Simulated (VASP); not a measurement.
Wanted: the native input for a VASP 6.6.1 run.

```
Task                   : single point
Functional             : PBE
Potentials or basis    : VASP PAW PBE potentials, release 64 (Zn)
Cutoff                 : 520 eV
k mesh                 : 11 × 11 × 5
Occupations            : gaussian, width 0.05 eV
Spin                   : no spin polarisation
Dipole correction      : no
Further INCAR settings : ALGO = Normal; EDIFF = 1e-06; NBANDS = 19
```

The structure of Zn lies in POSCAR:

```
Zn
1.0
    2.6608100501      0.0000000000      0.0000000000
   -1.3304050251      2.3043290980      0.0000000000
    0.0000000000      0.0000000000      4.9489071976
Zn
2
Direct
    0.3333333333      0.6666666667      0.2500000000
    0.6666666667      0.3333333333      0.7500000000
```

One way to write it, as run:

INCAR

```
ALGO     = Normal         # electronic algorithm
EDIFF    = 1E-6           # SCF threshold, eV
ENCUT    = 520            # plane-wave cutoff, eV
GGA      = PE             # functional
ISIF     = 2              # what is computed and relaxed
ISMEAR   = 0              # smearing method
LASPH    = T              # aspherical terms in the spheres
LCHARG   = F              # write CHGCAR
LREAL    = F              # projectors in reciprocal space
LWAVE    = F              # write WAVECAR
NBANDS   = 19             # bands
NELM     = 80             # most SCF steps
PREC     = Accurate       # precision mode
SIGMA    = 0.05           # smearing width, eV
```

KPOINTS

```
k-points
0
Gamma
  11 11 5
```

Potentials or basis: VASP PAW PBE potentials, release 64 (Zn).

Command:

```console
$ cat potpaw_PBE.64/Zn/POTCAR > POTCAR
$ mpirun -np 1 vasp_std > vasp.out
```

Results of the run:

```
Pressure               : 0.3 GPa
Band gap on the k mesh : zero (band 12 reaches 4.85 eV, above the bottom of band 13 at 0.07 eV)
```

Run time: 12 s on 1 thread of Intel Xeon 6975P-C, with other jobs on the host, peak memory 0.15 GiB.
